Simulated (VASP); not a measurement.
**Li: single point with PBEsol**

The system is Li.

```
Li
1.0
     3.03439    0.00000    0.00000
    -1.51719    2.62785    0.00000
     0.00000    0.00000   10.21621
Li
4
Direct
  0.00000 0.00000 0.00000
  0.33333 0.66667 0.25000
  0.00000 0.00000 0.50000
  0.66667 0.33333 0.75000
```

This isn't the form of Li at room conditions, which is bcc.

```yaml
Program: VASP 6.6.1
Task: single point
Functional: PBEsol
Potentials_or_basis: VASP PAW PBE potentials, release 64 (Li_sv)
Cutoff: 520 eV
k_mesh: 10 × 10 × 3
Occupations: gaussian, width 0.1 eV
Spin: no spin polarisation
```

```yaml
Band_gap_on_the_k_mesh: zero (bands 6 and 7 overlap by 4.07 eV)
```

Levels at points of the mesh, in eV from the Fermi level:
```csv
k point,band 4,band 5,band 6,band 7,band 8,band 9
"(0.00, 0.00, 0.00)",-45.86,-3.50,-2.44,-2.44,-0.13,2.73
"(0.50, 0.00, 0.00)",-45.85,0.05,0.59,0.76,1.34,3.44
```

It took 19 s on 1 thread of AMD EPYC 7R13 Processor (Zen 3) (shared host), peak memory 0.16 GiB.
